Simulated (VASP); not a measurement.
Wanted: the native input for a VASP 6.6.1 run.

- Task: relaxation of cell and atoms
- Functional: PBE
- Potentials or basis: VASP PAW PBE potentials, release 64 (La, N)
- Cutoff: 600 eV
- k mesh: 8 × 8 × 8
- Occupations: gaussian, width 0.1 eV
- Spin: no spin polarisation
- Dipole correction: no
- Further INCAR settings: ALGO = Normal; EDIFF = 1e-06; IBRION = 2; EDIFFG = -0.01; NSW = 100; ISIF = 3

The structure of La3N4 lies in POSCAR:

```
La3N4
1.0
    5.6165166042      0.0000000000      0.0000000000
    0.0000000000      5.6165166042      0.0000000000
    0.0000000000      0.0000000000      5.6165166042
La N
3 4
Direct
    0.0000000000      0.0000000000      0.5000000000
    0.5000000000      0.0000000000      0.0000000000
    0.0000000000      0.5000000000      0.0000000000
    0.7811919020      0.7811919020      0.7811919020
    0.2188080980      0.2188080980      0.7811919020
    0.2188080980      0.7811919020      0.2188080980
    0.7811919020      0.2188080980      0.2188080980
```

These files were run (other wordings do the same):

INCAR

```
SYSTEM = La3N4
PREC     = Accurate       ! precision mode
ENCUT    = 600            ! plane-wave cutoff, eV
EDIFF    = 1E-6           ! SCF threshold, eV
ISMEAR   = 0              ! smearing method
SIGMA    = 0.1            ! smearing width, eV
LREAL    = .FALSE.        ! projectors in reciprocal space
LASPH    = .TRUE.         ! aspherical terms in the spheres
NELM     = 100            ! most SCF steps
ALGO     = Normal         ! electronic algorithm
ISIF     = 3              ! what is computed and relaxed
LWAVE    = .FALSE.        ! write WAVECAR
LCHARG   = .FALSE.        ! write CHGCAR
GGA      = PE             ! functional
IBRION   = 2              ! ionic algorithm
NSW      = 100            ! ionic steps
EDIFFG   = -0.01          ! ionic threshold
```

KPOINTS

```
Automatic mesh
0
G
  8 8 8
  0 0 0
```

Potentials or basis: VASP PAW PBE potentials, release 64 (La, N).

Run with:

```sh
$ cat potpaw_PBE.64/La/POTCAR potpaw_PBE.64/N/POTCAR > POTCAR
$ mpirun -np 1 vasp_std > vasp.out
```

It gave:

```
Relaxed volume                         : 25.22 Å³/atom
Relaxed cell                           : a = 5.610 Å, b = 5.610 Å, c = 5.610 Å, α = 90.00°, β = 90.00°, γ = 90.00°
Space group after relaxing (to 0.05 Å) : P-43m (No. 215)
Energy gained by relaxing              : 0.1 meV/atom
Ionic steps                            : 3
Pressure after relaxing                : 0.0 GPa
```

Wall time 7.7 min on 1 thread of AMD EPYC 9R45 96-Core Processor (Zen 5), with other jobs on the host, peak memory 0.46 GiB.
